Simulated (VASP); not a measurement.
Here is a VASP 6.6.1 calculation.

File INCAR:

```
SYSTEM = AlSn2C4
PREC = Accurate ; ENCUT = 600
EDIFF = 1E-6 ; ISMEAR = 0
SIGMA = 0.1 ; LREAL = .False.
LASPH = .True. ; NELM = 100
ALGO = Normal ; ISIF = 3
LWAVE = .False. ; LCHARG = .False.
GGA = PE ; IBRION = 2
NSW = 100 ; EDIFFG = -0.01
```

KPOINTS

```
regular mesh
0
Gamma
  8 8 8
  0 0 0
```

The input POSCAR:

```
AlSn2C4
1.0
    0.0000000000      4.8063689903      4.8063689903
    4.8063689903      0.0000000000      4.8063689903
    4.8063689903      4.8063689903      0.0000000000
Al Sn C
1 2 4
Direct
    0.7500000000      0.7500000000      0.7500000000
    0.2500000000      0.2500000000      0.2500000000
    0.0000000000      0.0000000000      0.0000000000
    0.1249920935      0.6250237196      0.1249920935
    0.1249920935      0.1249920935      0.1249920935
    0.6250237196      0.1249920935      0.1249920935
    0.1249920935      0.1249920935      0.6250237196
```

Potentials or basis: VASP PAW PBE potentials, release 64 (Al, Sn_d, C).

The run is started by

```bash
$ cat potpaw_PBE.64/Al/POTCAR potpaw_PBE.64/Sn_d/POTCAR potpaw_PBE.64/C/POTCAR > POTCAR
$ mpirun -np 1 vasp_std > vasp.out
```

(1) What does it give for the band gap on the k mesh?

Answers

(1) zero (an odd number of electrons rules out a gap without spin polarisation).

Caveat: the relaxation stopped at its first step, so nothing moved; spin-orbit coupling is left out, which moves the levels of the heavy elements.
